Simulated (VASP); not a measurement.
# SiC (zinc blende) (F-43m) in VASP: notebook

The runs below take SiC (zinc blende) through single point, with PBEsol.

Everything below comes from runs of VASP 6.6.1. Logs are shortened: lines on timing, memory, paths and dates and some standing lists are left out, and cuts for length are marked.

### 1 The cell of the first run

The structure is cubic, space group F-43m (No. 216). Conventional cell: a = 3.979 Å, b = 3.979 Å, c = 3.979 Å, α = 90.00°, β = 90.00°, γ = 90.00°. Within 2.3 Å of Si (site symmetry -43m) lie 4 C at 1.72 Å. C (site symmetry -43m) has 4 Si at 1.72 Å within 2.3 Å.

### 2 Single point, PBEsol (volume scaled by 0.76)

Input file INCAR:

```
ALGO = Normal
EDIFF = 1E-6
ENCUT = 600
GGA = PS
GGA_COMPAT = False
ISIF = 2
ISMEAR = 0
LASPH = True
LCHARG = False
LREAL = False
LWAVE = False
NBANDS = 11
NELM = 120
PREC = Accurate
SIGMA = 0.01
```

Input file KPOINTS:

```
k-points
0
Gamma
  10 10 10
```

Input file POSCAR:

```
SiC
1.0
    0.0000000000      1.9894255490      1.9894255490
    1.9894255490      0.0000000000      1.9894255490
    1.9894255490      1.9894255490      0.0000000000
Si C
1 1
Direct
    0.0000000000      0.0000000000      0.0000000000
    0.2500000000      0.2500000000      0.2500000000
```

Potentials or basis: VASP PAW PBE potentials, release 64 (Si, C).

Command:

```bash
$ cat potpaw_PBE.64/Si/POTCAR potpaw_PBE.64/C/POTCAR > POTCAR
$ mpirun -np 1 vasp_std > vasp.out
```

OUTCAR:

```text
EDIFF = 1E-6
   ENCUT = 600
   GGA = PS
   ISIF = 2
   ISMEAR = 0
   LASPH = True
   LREAL = False
   NELM = 120
   PREC = Accurate

 ion  position               nearest neighbor table
   1  0.000  0.000  0.000-   2 1.72   2 1.72   2 1.72   2 1.72
   2  0.250  0.250  0.250-   1 1.72   1 1.72   1 1.72   1 1.72

  LATTYP: Found a face centered cubic cell.
 ALAT       =     3.9788510980

  Lattice vectors:

 A1 = (   0.0000000000,   1.9894255490,   1.9894255490)
 A2 = (   1.9894255490,   0.0000000000,   1.9894255490)
 A3 = (   1.9894255490,   1.9894255490,   0.0000000000)

Analysis of symmetry for initial positions (statically):
=====================================================================
 Subroutine PRICEL returns:
 Original cell was already a primitive cell.

 Routine SETGRP: Setting up the symmetry group for a
 face centered cubic supercell.

 Subroutine GETGRP returns: Found 24 space group operations
 (whereof 24 operations were pure point group operations)
 out of a pool of 48 trial point group operations.

The static configuration has the point symmetry T_d .

Analysis of symmetry for dynamics (positions and initial velocities):
=====================================================================
 Subroutine PRICEL returns:
 Original cell was already a primitive cell.

 Routine SETGRP: Setting up the symmetry group for a
 face centered cubic supercell.

 Subroutine GETGRP returns: Found 24 space group operations
 (whereof 24 operations were pure point group operations)
 out of a pool of 48 trial point group operations.

The dynamic configuration has the point symmetry T_d .

 Subroutine INISYM returns: Found 24 space group operations
 (whereof 24 operations are pure point group operations),
 and found     1 'primitive' translations

----------------------------------------------------------------------------------------

                                     Primitive cell

  volume of cell :      15.7476

  direct lattice vectors                    reciprocal lattice vectors
     0.000000000  1.989425549  1.989425549    -0.251328832  0.251328832  0.251328832
     1.989425549  0.000000000  1.989425549     0.251328832 -0.251328832  0.251328832
     1.989425549  1.989425549  0.000000000     0.251328832  0.251328832 -0.251328832

  length of vectors
     2.813472593  2.813472593  2.813472593     0.435314307  0.435314307  0.435314307

  position of ions in fractional coordinates (direct lattice)
     0.000000000  0.000000000  0.000000000
     0.250000000  0.250000000  0.250000000

  ion indices of the primitive-cell ions
   primitive index   ion index
                 1           1
                 2           2

----------------------------------------------------------------------------------------

 KPOINTS: k-points

Automatic generation of k-mesh.
 Grid dimensions read from file:
 generate k-points for:   10   10   10

 Generating k-lattice:

  Cartesian coordinates                     Fractional coordinates (reciprocal lattice)
    -0.025132883  0.025132883  0.025132883     0.100000000  0.000000000  0.000000000
     0.025132883 -0.025132883  0.025132883     0.000000000  0.100000000  0.000000000
     0.025132883  0.025132883 -0.025132883     0.000000000  0.000000000  0.100000000

  Length of vectors
     0.043531431  0.043531431  0.043531431

  Shift w.r.t. Gamma in fractional coordinates (k-lattice)
     0.000000000  0.000000000  0.000000000

 Subroutine IBZKPT returns following result:
 ===========================================

 Found     47 irreducible k-points:

 Following reciprocal coordinates:
            Coordinates               Weight
  0.000000  0.000000  0.000000      1.000000
  0.100000  0.000000  0.000000      8.000000
  0.200000  0.000000  0.000000      8.000000
  0.300000  0.000000  0.000000      8.000000
  0.400000  0.000000  0.000000      8.000000
  0.500000  0.000000  0.000000      4.000000
[... 16 lines left out ...]
  0.300000  0.300000  0.000000      6.000000
  0.400000  0.300000  0.000000     24.000000
 [... further k-points ...]
   k-points           NKPTS =     47   k-points in BZ     NKDIM =     47   number of bands    NBANDS=     11
   number of dos      NEDOS =    301   number of ions     NIONS =      2
   total plane-waves  NPLWV =  13824
   dimension x,y,z NGX =    24 NGY =   24 NGZ =   24
   dimension x,y,z NGXF=    48 NGYF=   48 NGZF=   48
   ions per type =               1   1
   NGX,Y,Z   is equivalent  to a cutoff of  14.18, 14.18, 14.18 a.u.
   NGXF,Y,Z  is equivalent  to a cutoff of  28.36, 28.36, 28.36 a.u.
 SYSTEM =  unknown system
   PREC   = accura    normal or accurate (medium, high low for compatibility)
   ISTART =      0    job   : 0-new  1-cont  2-samecut
   ICHARG =      2    charge: 1-file 2-atom 10-const
   ISPIN  =      1    spin polarized calculation?
   LNONCOLLINEAR =      F non collinear calculations
   LSORBIT =      F    spin-orbit coupling
   LASPH  =      T    aspherical Exc in radial PAW
   ENCUT  =  600.0 eV  44.10 Ry    6.64 a.u.   5.62  5.62  5.62*2*pi/ulx,y,z
   NELM   =    120;   NELMIN=  2; NELMDL= -5     # of ELM steps
   EDIFF  = 0.1E-05   stopping-criterion for ELM
   LREAL  =      F    real-space projection
   EDIFFG = 0.1E-04   stopping-criterion for IOM
   NSW    =      0    number of steps for IOM
   IBRION =     -1    ionic relax: 0-MD 1-quasi-New 2-CG
   NFREE  =      0    steps in history (QN), initial steepest desc. (CG)
   ISIF   =      2    stress and relaxation
   ISYM   =      2    0-nonsym 1-usesym 2-fastsym
   POTIM  = 0.5000    time-step for ionic-motion
   TEBEG  =    0.0;   TEEND  =   0.0 temperature during run
   PSTRESS=    0.0 pullay stress
   NELECT =       8.0000    total number of electrons
   NUPDOWN=      -1.0000    fix difference up-down
   EMIN   =  10.00;   EMAX   =-10.00  energy-range for DOS
   EFERMI =   0.00;   METHOD = LEGACY
   ISMEAR =     0;   SIGMA  =   0.01  broadening in eV -4-tet -1-fermi 0-gaus
   EFERMI_NEDOS =   21; number of points for ismear=-14 and -15
   IALGO  =     38    algorithm
   IMIX   =      4    mixing-type and parameters
     AMIX     =   0.40;   BMIX     =  1.00
     AMIX_MAG =   1.60;   BMIX_MAG =  1.00
  volume/ion in A,a.u.               =       7.87        53.13
  Fermi-wavevector in a.u.,A,eV,Ry     =   1.306273  2.468497 23.216274  1.706348
  Thomas-Fermi vector in A             =   2.437086
   LORBIT       =      0    0 simple, 1 ext, 2 COOP (PROOUT), +10 PAW based schemes
   GGA     = PS    functional components
   LHFCALC =     F    Hartree Fock is set to
   AEXX    =    0.0000 exact exchange contribution
   IVDW    =     0    specifies the selected vdW correction
   LEPSILON=     F    determine dielectric tensor
   LRPA    =     F    only Hartree local field effects (RPA)
 non-spin polarized calculation
 Gauss-broadening in eV      SIGMA  =   0.01
  energy-cutoff  :      600.00
  volume of cell :       15.75
 maximum number of plane-waves:       544
   NGX = 11   NGY = 11   NGZ = 11

 number of electron       8.0000000 magnetization

 Free energy of the ion-electron system (eV)
  ---------------------------------------------------
  ext. energy  EPLUGINS =         0.00000000
  ---------------------------------------------------
  free energy    TOTEN  =       -14.65053732 eV

  energy without entropy =      -14.65053732  energy(sigma->0) =      -14.65053732

 E-fermi :  11.5169     XC(G=0): -12.7230

 val. band max:       11.4237978495   @ k =   0.0000   0.0000   0.0000
 cond. band min:      12.3653437253   @ k =   0.5000   0.5000   0.0000
 fundamental gap:      0.9415458758
 Fermi energy:        11.5169377249

 k-point     1 :       0.0000    0.0000    0.0000
  band No.  band energies     occupation
      1      -6.3036      2.00000
      2      11.4238      2.00000
      3      11.4238      2.00000
      4      11.4238      2.00000
      5      20.8404      0.00000
      6      20.8404      0.00000
      7      20.8404      0.00000
      8      20.8931      0.00000
      9      27.6334      0.00000
     10      27.6334      0.00000
     11      30.9492      0.00000

 k-point     2 :       0.1000    0.0000    0.0000
  band No.  band energies     occupation
      1      -6.0621      2.00000
      2      10.3516      2.00000
      3      11.2872      2.00000
      4      11.2872      2.00000
      5      20.4835      0.00000
      6      21.1263      0.00000
      7      21.1263      0.00000
      8      21.7545      0.00000
      9      26.4092      0.00000
     10      26.4092      0.00000
     11      29.9516      0.00000

 k-point     3 :       0.2000    0.0000    0.0000
  band No.  band energies     occupation
      1      -5.3452      2.00000
      2       7.9512      2.00000
      3      10.9718      2.00000
      4      10.9718      2.00000
      5      20.0685      0.00000
      6      21.3582      0.00000
      7      21.3582      0.00000
      8      22.9069      0.00000
      9      25.7101      0.00000
     10      25.7101      0.00000
     11      29.1937      0.00000

 k-point     4 :       0.3000    0.0000    0.0000
  band No.  band energies     occupation
      1      -4.1818      2.00000
      2       5.2106      2.00000
      3      10.6455      2.00000
      4      10.6455      2.00000
      5      19.7123      0.00000
      6      20.7298      0.00000
      7      20.7298      0.00000
      8      23.2906      0.00000
      9      27.0900      0.00000
     10      27.0900      0.00000
     11      29.5974      0.00000
[... 239 lines left out ...]
 k-point    22 :      -0.2000    0.2000    0.0000
  band No.  band energies     occupation
      1      -3.7962      2.00000
      2       6.1182      2.00000
      3       7.6727      2.00000
      4      10.8101      2.00000
      5      19.1863      0.00000
      6      21.5771      0.00000
      7      21.6904      0.00000
      8      23.3634      0.00000
      9      24.2668      0.00000
     10      29.8775      0.00000
     11      33.5256      0.00000

 k-point    23 :       0.3000    0.3000    0.0000
  band No.  band energies     occupation
      1      -3.4777      2.00000
      2       6.9589      2.00000
      3       8.6708      2.00000
      4       8.6708      2.00000
      5      14.8757      0.00000
      6      18.0577      0.00000
      7      25.8372      0.00000
      8      25.8372      0.00000
      9      27.4748      0.00000
     10      30.7817      0.00000
     11      36.4604      0.00000

 k-point    24 :       0.4000    0.3000    0.0000
  band No.  band energies     occupation
      1      -2.3707      2.00000
      2       5.4813      2.00000
      3       7.7104      2.00000
      4       8.3686      2.00000
      5      14.3435      0.00000
      6      18.1855      0.00000
      7      26.0572      0.00000
      8      26.2169      0.00000
      9      28.7552      0.00000
     10      32.2299      0.00000
     11      36.6968      0.00000

 [... further k-points ...]

------------------------ aborting loop because EDIFF is reached ----------------------------------------

  FORCE on cell =-STRESS in cart. coord.  units (eV):
  Direction    XX          YY          ZZ          XY          YZ          ZX
  --------------------------------------------------------------------------------------
  -------------------------------------------------------------------------------------
  Total        9.9616429      9.9616429      9.9616429      0.0000000      0.0000000      0.0000000
  in kB     1013.5110341   1013.5110341   1013.5110341      0.0000000      0.0000000      0.0000000
  external PRESSURE =    1013.5110341 kB  Pullay stress =       0.0000000 kB

 VOLUME and BASIS-vectors are now :
 -----------------------------------------------------------------------------
  energy-cutoff  :      600.00
  volume of cell :       15.75
      direct lattice vectors                 reciprocal lattice vectors
     0.000000000  1.989425549  1.989425549    -0.251328832  0.251328832  0.251328832
     1.989425549  0.000000000  1.989425549     0.251328832 -0.251328832  0.251328832
     1.989425549  1.989425549  0.000000000     0.251328832  0.251328832 -0.251328832

 POSITION                                       TOTAL-FORCE (eV/Angst)
 -----------------------------------------------------------------------------------
      0.00000      0.00000      0.00000         0.000000      0.000000      0.000000
      0.99471      0.99471      0.99471        -0.000000     -0.000000     -0.000000
 -----------------------------------------------------------------------------------
    total drift:                               -0.000000     -0.000000     -0.000000

  FREE ENERGIE OF THE ION-ELECTRON SYSTEM (eV)
  ---------------------------------------------------
  free  energy   TOTEN  =       -14.6505373158 eV

  energy  without entropy=      -14.6505373158  energy(sigma->0) =      -14.65053732
```

It took 7.8 s on 1 thread of Intel Xeon Platinum 8259CL at 2.50GHz (Skylake/Cascade Lake), shared host; peak memory 0.13 GiB.

Results:

```
Free energy            : -14.6505 eV
Pressure               : 101.4 GPa
Band gap on the k mesh : 0.94 eV, indirect (least direct gap 4.66 eV)
```

Caveat: the PAW data sets were made with another functional, which shifts forces and pressure a little.

(Part 1 of 2 ends here.)
